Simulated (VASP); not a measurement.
# Ge (Cmcm) in VASP: notebook

Runs on Ge. Level: r2SCAN. Tasks: single point.

All numbers are computed with VASP 6.6.1; they aren't measurements. Logs are shortened: lines on timing, memory, paths and dates and some standing lists are left out, and cuts for length are marked.

### 1 The cell of the first run

Symmetry: Cmcm, No. 63, orthorhombic system. The conventional cell has a = 3.996 Å, b = 7.024 Å, c = 6.603 Å, α = 90.00°, β = 90.00°, γ = 90.00°. Ge (site symmetry m) has 4 Ge at 2.46 to 2.48 Å within 3.2 Å.

### 2 Single point, r2SCAN (strain +0.0150 x Voigt [0, 1, 0, 0, 0, 0])

Input file POSCAR:

```
Ge
1.0
    3.9956487021      0.0000000000      0.0000000000
   -1.9978243511      3.5122382798      0.0000000000
    0.0000000000      0.0000000000      6.6027109850
Ge
4
Direct
    0.6666666667      0.3333333333      0.0629814343
    0.3333333333      0.6666666667      0.5629814343
    0.6666666667      0.3333333333      0.4370185657
    0.3333333333      0.6666666667      0.9370185657
```

Input file INCAR.step1:

```
PREC     = Accurate       # precision mode
ENCUT    = 520            # plane-wave cutoff, eV
ISMEAR   = 0              # smearing method
SIGMA    = 0.03           # smearing width, eV
LREAL    = F              # projectors in reciprocal space
LASPH    = T              # aspherical terms in the spheres
NELM     = 100            # most SCF steps
NBANDS   = 36             # bands
GGA      = PE             # functional
ALGO     = Normal         # electronic algorithm
EDIFF    = 1E-4           # SCF threshold, eV
LWAVE    = T              # write WAVECAR
LCHARG   = F              # write CHGCAR
```

Input file INCAR.step2:

```
PREC     = Accurate       # precision mode
ENCUT    = 520            # plane-wave cutoff, eV
EDIFF    = 1E-6           # SCF threshold, eV
ISMEAR   = 0              # smearing method
SIGMA    = 0.03           # smearing width, eV
LREAL    = F              # projectors in reciprocal space
LASPH    = T              # aspherical terms in the spheres
NELM     = 100            # most SCF steps
ALGO     = Normal         # electronic algorithm
ISIF     = 2              # what is computed and relaxed
LWAVE    = F              # write WAVECAR
LCHARG   = F              # write CHGCAR
METAGGA  = R2SCAN         # meta-GGA
LMIXTAU  = T            
NBANDS   = 36             # bands
ISTART   = 1
```

Input file KPOINTS:

```
Automatic mesh
0
Gamma
  12 12 6
```

Potentials or basis: VASP PAW PBE potentials, release 64 (Ge_d).

On the command line:

```sh
$ cat potpaw_PBE.64/Ge_d/POTCAR > POTCAR
$ cp INCAR.step1 INCAR
$ mpirun -np 1 vasp_std > vasp.out
$ cp INCAR.step2 INCAR
$ mpirun -np 1 vasp_std > vasp.out
```

OUTCAR:

```text
PREC = Accurate
   ENCUT = 520
   EDIFF = 1E-6
   ISMEAR = 0
   LREAL = F
   LASPH = T
   NELM = 100
   ISIF = 2
   METAGGA = R2SCAN
   ISTART = 1

 ion  position               nearest neighbor table
   1  0.667  0.333  0.063-   4 2.46   4 2.46   3 2.47   4 2.48
   2  0.333  0.667  0.563-   3 2.46   3 2.46   4 2.47   3 2.48
   3  0.667  0.333  0.437-   2 2.46   2 2.46   1 2.47   2 2.48
   4  0.333  0.667  0.937-   1 2.46   1 2.46   2 2.47   1 2.48

  LATTYP: Found a base centered orthorhombic cell.
 ALAT       =     3.9956487021
 B/A-ratio  =     1.7580315697
 C/A-ratio  =     1.6524753494

  Lattice vectors:

 A1 = (   1.9978243511,  -3.5122382798,   0.0000000000)
 A2 = (   1.9978243510,   3.5122382798,   0.0000000000)
 A3 = (   0.0000000000,   0.0000000000,   6.6027109850)

Analysis of symmetry for initial positions (statically):
=====================================================================
 Subroutine PRICEL returns:
 Original cell was already a primitive cell.

 Routine SETGRP: Setting up the symmetry group for a
 base centered orthorhombic supercell.

 Subroutine GETGRP returns: Found  8 space group operations
 (whereof  4 operations were pure point group operations)
 out of a pool of  8 trial point group operations.

The static configuration has the point symmetry C_2h.
 The point group associated with its full space group is D_2h.

Analysis of symmetry for dynamics (positions and initial velocities):
=====================================================================
 Subroutine PRICEL returns:
 Original cell was already a primitive cell.

 Routine SETGRP: Setting up the symmetry group for a
 base centered orthorhombic supercell.

 Subroutine GETGRP returns: Found  8 space group operations
 (whereof  4 operations were pure point group operations)
 out of a pool of  8 trial point group operations.

The dynamic configuration has the point symmetry C_2h.
 The point group associated with its full space group is D_2h.

 Subroutine INISYM returns: Found  8 space group operations
 (whereof  4 operations are pure point group operations),
 and found     1 'primitive' translations

----------------------------------------------------------------------------------------

                                     Primitive cell

  volume of cell :      92.6603

  direct lattice vectors                    reciprocal lattice vectors
     3.995648702  0.000000000  0.000000000     0.250272252  0.142359362  0.000000000
    -1.997824351  3.512238280  0.000000000     0.000000000  0.284718724  0.000000000
     0.000000000  0.000000000  6.602710985     0.000000000  0.000000000  0.151452941

  length of vectors
     3.995648702  4.040683095  6.602710985     0.287927748  0.284718724  0.151452941

  position of ions in fractional coordinates (direct lattice)
     0.666666667  0.333333333  0.062981434
     0.333333333  0.666666667  0.562981434
     0.666666667  0.333333333  0.437018566
     0.333333333  0.666666667  0.937018566

  ion indices of the primitive-cell ions
   primitive index   ion index
                 1           1
                 2           2
                 3           3
                 4           4

----------------------------------------------------------------------------------------

 KPOINTS: Automatic mesh

Automatic generation of k-mesh.
 Grid dimensions read from file:
 generate k-points for:   12   12    6

 Generating k-lattice:

  Cartesian coordinates                     Fractional coordinates (reciprocal lattice)
     0.020856021  0.011863280  0.000000000     0.083333333  0.000000000  0.000000000
     0.000000000  0.023726560  0.000000000     0.000000000  0.083333333  0.000000000
     0.000000000  0.000000000  0.025242157     0.000000000  0.000000000  0.166666667

  Length of vectors
     0.023993979  0.023726560  0.025242157

  Shift w.r.t. Gamma in fractional coordinates (k-lattice)
     0.000000000  0.000000000  0.000000000

 Subroutine IBZKPT returns following result:
 ===========================================

 Found    172 irreducible k-points:

 Following reciprocal coordinates:
            Coordinates               Weight
  0.000000  0.000000  0.000000      1.000000
  0.083333  0.000000  0.000000      4.000000
  0.166667  0.000000  0.000000      4.000000
  0.250000  0.000000  0.000000      4.000000
  0.333333  0.000000  0.000000      4.000000
  0.416667  0.000000  0.000000      4.000000
[... 16 lines left out ...]
  0.333333  0.166667  0.000000      4.000000
  0.416667  0.166667  0.000000      4.000000
 [... further k-points ...]
   k-points           NKPTS =    172   k-points in BZ     NKDIM =    172   number of bands    NBANDS=     36
   number of dos      NEDOS =    301   number of ions     NIONS =      4
   total plane-waves  NPLWV =  45000
   dimension x,y,z NGX =    30 NGY =   30 NGZ =   50
   dimension x,y,z NGXF=    60 NGYF=   60 NGZF=  100
   ions per type =               4
   NGX,Y,Z   is equivalent  to a cutoff of  12.48, 12.34, 12.59 a.u.
   NGXF,Y,Z  is equivalent  to a cutoff of  24.96, 24.69, 25.18 a.u.
 SYSTEM =  unknown system
   PREC   = accura    normal or accurate (medium, high low for compatibility)
   ISTART =      1    job   : 0-new  1-cont  2-samecut
   ICHARG =      0    charge: 1-file 2-atom 10-const
   ISPIN  =      1    spin polarized calculation?
   LNONCOLLINEAR =      F non collinear calculations
   LSORBIT =      F    spin-orbit coupling
   LASPH  =      T    aspherical Exc in radial PAW
   ENCUT  =  520.0 eV  38.22 Ry    6.18 a.u.   7.43  7.51 12.28*2*pi/ulx,y,z
   NELM   =    100;   NELMIN=  2; NELMDL=  0     # of ELM steps
   EDIFF  = 0.1E-05   stopping-criterion for ELM
   LREAL  =      F    real-space projection
   EDIFFG = 0.1E-04   stopping-criterion for IOM
   NSW    =      0    number of steps for IOM
   IBRION =     -1    ionic relax: 0-MD 1-quasi-New 2-CG
   NFREE  =      0    steps in history (QN), initial steepest desc. (CG)
   ISIF   =      2    stress and relaxation
   ISYM   =      2    0-nonsym 1-usesym 2-fastsym
   POTIM  = 0.5000    time-step for ionic-motion
   TEBEG  =    0.0;   TEEND  =   0.0 temperature during run
   PSTRESS=    0.0 pullay stress
   NELECT =      56.0000    total number of electrons
   NUPDOWN=      -1.0000    fix difference up-down
   EMIN   =  10.00;   EMAX   =-10.00  energy-range for DOS
   EFERMI =   0.00;   METHOD = LEGACY
   ISMEAR =     0;   SIGMA  =   0.03  broadening in eV -4-tet -1-fermi 0-gaus
   EFERMI_NEDOS =   21; number of points for ismear=-14 and -15
   IALGO  =     38    algorithm
   IMIX   =      4    mixing-type and parameters
     AMIX     =   0.40;   BMIX     =  1.00
     AMIX_MAG =   1.60;   BMIX_MAG =  1.00
  volume/ion in A,a.u.               =      23.17       156.33
  Fermi-wavevector in a.u.,A,eV,Ry     =   1.384118  2.615603 26.065790  1.915781
  Thomas-Fermi vector in A             =   2.508652
   LORBIT       =      0    0 simple, 1 ext, 2 COOP (PROOUT), +10 PAW based schemes
   METAGGA = R2SCAN    functional components
   LHFCALC =     F    Hartree Fock is set to
   AEXX    =    0.0000 exact exchange contribution
   IVDW    =     0    specifies the selected vdW correction
   LEPSILON=     F    determine dielectric tensor
   LRPA    =     F    only Hartree local field effects (RPA)
 non-spin polarized calculation
 Gauss-broadening in eV      SIGMA  =   0.03
  energy-cutoff  :      520.00
  volume of cell :       92.66
 maximum number of plane-waves:      2523
 NGX is ok and might be reduce to    30
   NGX = 15   NGY = 15   NGZ = 25

 number of electron      56.0000024 magnetization

 Free energy of the ion-electron system (eV)
  ---------------------------------------------------
  ext. energy  EPLUGINS =         0.00000000
  ---------------------------------------------------
  free energy    TOTEN  =       -55.40909849 eV

  energy without entropy =      -55.40907539  energy(sigma->0) =      -55.40908694

 E-fermi :   4.7558     XC(G=0): -10.6945

 val. band max:        4.7295791684   @ k =   0.0000   0.0000   0.0000
 cond. band min:       4.7821836838   @ k =   0.0000   0.0000   0.0000
 fundamental gap:      0.0526045154
 Fermi energy:         4.7558268912

 k-point     1 :       0.0000    0.0000    0.0000
  band No.  band energies     occupation
      1     -20.9246      2.00000
      2     -20.9150      2.00000
      3     -20.8873      2.00000
      4     -20.8854      2.00000
      5     -20.8739      2.00000
      6     -20.8738      2.00000
[... 28 lines left out ...]
     35       9.5075      0.00000
     36      11.2862      0.00000

 k-point     2 :       0.0833    0.0000    0.0000
  band No.  band energies     occupation
      1     -20.9287      2.00000
      2     -20.9174      2.00000
      3     -20.8917      2.00000
      4     -20.8860      2.00000
      5     -20.8758      2.00000
      6     -20.8673      2.00000
[... 28 lines left out ...]
     35       9.7260      0.00000
     36      11.6018      0.00000

 k-point     3 :       0.1667    0.0000    0.0000
  band No.  band energies     occupation
      1     -20.9363      2.00000
      2     -20.9212      2.00000
      3     -20.9000      2.00000
      4     -20.8880      2.00000
      5     -20.8785      2.00000
      6     -20.8568      2.00000
[... 28 lines left out ...]
     35      10.5764      0.00000
     36      10.8643      0.00000
[... 742 lines left out ...]
 k-point    23 :       0.3333    0.1667    0.0000
  band No.  band energies     occupation
      1     -20.9423      2.00000
      2     -20.9357      2.00000
      3     -20.9256      2.00000
      4     -20.9134      2.00000
      5     -20.8384      2.00000
      6     -20.8213      2.00000
[... 28 lines left out ...]
     35      11.8201      0.00000
     36      12.6798      0.00000

 k-point    24 :       0.4167    0.1667    0.0000
  band No.  band energies     occupation
      1     -20.9392      2.00000
      2     -20.9364      2.00000
      3     -20.9301      2.00000
      4     -20.9138      2.00000
      5     -20.8327      2.00000
      6     -20.8105      2.00000
[... 28 lines left out ...]
     35      12.5474      0.00000
     36      12.9642      0.00000

 [... further k-points ...]

------------------------ aborting loop because EDIFF is reached ----------------------------------------

  FORCE on cell =-STRESS in cart. coord.  units (eV):
  Direction    XX          YY          ZZ          XY          YZ          ZX
  --------------------------------------------------------------------------------------
  -------------------------------------------------------------------------------------
  Total       -0.1989176     -1.4118387     -0.0458991      0.0000000      0.0000000      0.0000000
  in kB       -3.4394606    -24.4119292     -0.7936364      0.0000000      0.0000000      0.0000000
  external PRESSURE =      -9.5483420 kB  Pullay stress =       0.0000000 kB

 VOLUME and BASIS-vectors are now :
 -----------------------------------------------------------------------------
  energy-cutoff  :      520.00
  volume of cell :       92.66
      direct lattice vectors                 reciprocal lattice vectors
     3.995648702  0.000000000  0.000000000     0.250272252  0.142359362  0.000000000
    -1.997824351  3.512238280  0.000000000     0.000000000  0.284718724  0.000000000
     0.000000000  0.000000000  6.602710985     0.000000000  0.000000000  0.151452941

 POSITION                                       TOTAL-FORCE (eV/Angst)
 -----------------------------------------------------------------------------------
      1.99782      1.17075      0.41585         0.000000     -0.099468     -0.063615
     -0.00000      2.34149      3.71720        -0.000000      0.099468     -0.063615
      1.99782      1.17075      2.88551         0.000000     -0.099468      0.063615
     -0.00000      2.34149      6.18686        -0.000000      0.099468      0.063615
 -----------------------------------------------------------------------------------
    total drift:                               -0.000000      0.000000     -0.000000

  FREE ENERGIE OF THE ION-ELECTRON SYSTEM (eV)
  ---------------------------------------------------
  free  energy   TOTEN  =       -55.4090984932 eV

  energy  without entropy=      -55.4090753940  energy(sigma->0) =      -55.40908694
```

It took 48 min on 1 thread of Oxide Virtual Turin-like, shared host; peak memory 0.46 GiB.

What came out:

| Property | Result |
| --- | --- |
| Free energy | -55.4091 eV |
| Pressure | -1.0 GPa |
| Largest force | 0.118 eV/Å |
| Band gap on the k mesh | 0.05 eV |

Forces in eV/Å, atoms in the order of the input:
```
Ge   0.000 -0.099 -0.064
Ge   0.000  0.099 -0.064
Ge   0.000 -0.099  0.064
Ge   0.000  0.099  0.064
```

Levels at points of the mesh, in eV from the valence-band top:
```
           k point  band 25  band 26  band 27  band 28  band 29  band 30  band 31  band 32
(0.00, 0.00, 0.00)    -1.63    -0.26    -0.02     0.00     0.05     0.14     2.23     2.35
(0.50, 0.00, 0.00)    -4.77    -3.32    -2.95    -1.62     0.59     1.76     3.74     3.78
(0.00, 0.50, 0.00)    -4.80    -3.20    -2.95    -1.50     0.74     1.93     3.77     3.90
(0.00, 0.00, 0.50)    -1.04    -1.04    -0.98    -0.98     0.77     0.77     3.39     3.39
(0.50, 0.00, 0.50)    -2.70    -2.70    -2.63    -2.63     0.61     0.61     2.31     2.31
(0.00, 0.50, 0.50)    -2.71    -2.71    -2.51    -2.51     0.72     0.72     2.34     2.34
```

Caveat: the cell differs from its parent crystal (strain +0.0150 x Voigt [0, 1, 0, 0, 0, 0]); semilocal functionals underestimate gaps, and a narrow one can read as zero; the PAW data sets were made with another functional, which shifts forces and pressure a little. A k mesh can miss the band edges.

[end of part 1 of 2]
